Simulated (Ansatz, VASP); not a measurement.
# Two plane-wave programs on Bi

```
Bi
1.0
     2.26750    1.30914    3.93800
    -2.26750    1.30914    3.93800
     0.00000   -2.61828    3.93800
Bi
2
Direct
  0.23400 0.23400 0.23400
  0.76600 0.76600 0.76600
```

Alike in both runs: task single point; functional r2SCAN; k mesh 6 × 6 × 6; occupations gaussian, width 0.1 eV; no spin polarisation.

|  | VASP | Ansatz |
| --- | --- | --- |
| version | VASP 6.6.1 | Ansatz 0.2.0 |
| potentials or method | VASP PAW PBE potentials, release 64 (Bi_d), cutoff 520 eV | scalar-relativistic, plane waves, PAW |
| valence electrons in the cell | 30 | 30 |

|  | VASP | Ansatz | Ansatz less VASP |
| --- | --- | --- | --- |
| gap on the k mesh at the Fermi level (eV) | none | none | - |
| pressure (GPa) | 1.2 | 1.3 | +0.04 |
| traceless stress, the component that is largest in VASP (GPa) | 0.36 | 0.35 | -0.003 |
| rms of the force components (eV/Å) | 0.028 | 0.033 | +0.0046 |

VASP's potentials were made for PBE, not for r2SCAN. Atom by atom the forces differ by 0.005 eV/Å (rms over components). A gap of «none» marks a metal or a gap that the smearing closes.

Spin-orbit coupling is off throughout.
